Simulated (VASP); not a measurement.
Wanted: the native input for a VASP 6.6.1 run.

- Task: single point
- Functional: RPBE
- Potentials or basis: VASP PAW PBE potentials, release 64 (Mn_pv)
- Cutoff: 520 eV
- k mesh: 17 × 17 × 17
- Occupations: fermi-dirac, width 0.1 eV
- Spin: no spin polarisation
- Dipole correction: no
- Further INCAR settings: ALGO = Normal; EDIFF = 1e-06; NBANDS = 12

The structure of Mn lies in POSCAR:

```
Mn
1.0
    0.0000000000      1.7638406763      1.7638406763
    1.7638406763      0.0000000000      1.7638406763
    1.7638406763      1.7638406763      0.0000000000
Mn
1
Direct
    0.0000000000      0.0000000000      0.0000000000
```

The input as run:

INCAR

```
ALGO = Normal ; EDIFF = 1E-6
ENCUT = 520 ; GGA = RP
ISIF = 2 ; ISMEAR = -1
LASPH = T ; LCHARG = F
LREAL = F ; LWAVE = F
NBANDS = 12 ; NELM = 100
PREC = Accurate ; SIGMA = 0.1
```

KPOINTS

```
k-points
0
Gamma
  17 17 17
```

Potentials or basis: VASP PAW PBE potentials, release 64 (Mn_pv).

Launch:

```sh
$ cat potpaw_PBE.64/Mn_pv/POTCAR > POTCAR
$ mpirun -np 1 vasp_std > vasp.out
```

It gave:

```json
{"Pressure": "0.2 GPa"}
```

Caveat: the PAW data sets were made with another functional, which shifts forces and pressure a little; the run has no spin polarisation, though such a crystal can be magnetic.

Wall time 16 s on 1 thread of AMD EPYC 7R13 Processor (Zen 3), with other jobs on the host, peak memory 0.11 GiB.
